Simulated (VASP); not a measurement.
A run of VASP 6.6.1 is set up as follows.

File INCAR:

```
SYSTEM = CuH3
PREC = Accurate
ENCUT = 520
EDIFF = 1E-7
ISMEAR = 0
SIGMA = 0.1
LREAL = .FALSE.
LASPH = .TRUE.
NELM = 60
ALGO = Normal
ISIF = 2
LWAVE = .FALSE.
LCHARG = .FALSE.
GGA = PE
NBANDS = 15
```

Contents of KPOINTS:

```
regular mesh
0
G
  16 16 16
  0 0 0
```

File POSCAR:

```
CuH3
1.0
    2.7709538055      0.0000000000      0.0000000000
    0.0000000000      2.7709538055      0.0000000000
    0.0000000000      0.0000000000      2.7709538055
Cu H
1 3
Direct
    0.0000000000      0.0000000000      0.0000000000
    0.5000000000      0.5000000000      0.0000000000
    0.5000000000      0.0000000000      0.5000000000
    0.0000000000      0.5000000000      0.5000000000
```

Potentials or basis: VASP PAW PBE potentials, release 64 (Cu, H).

Command:

```bash
$ cat potpaw_PBE.64/Cu/POTCAR potpaw_PBE.64/H/POTCAR > POTCAR
$ mpirun -np 1 vasp_std > vasp.out
```

(1) Estimate the band gap on the k mesh.

(2) Estimate the pressure.

Results:

(1) zero (band 7 reaches 9.33 eV, above the bottom of band 8 at 5.86 eV).

(2) 0.0 GPa.
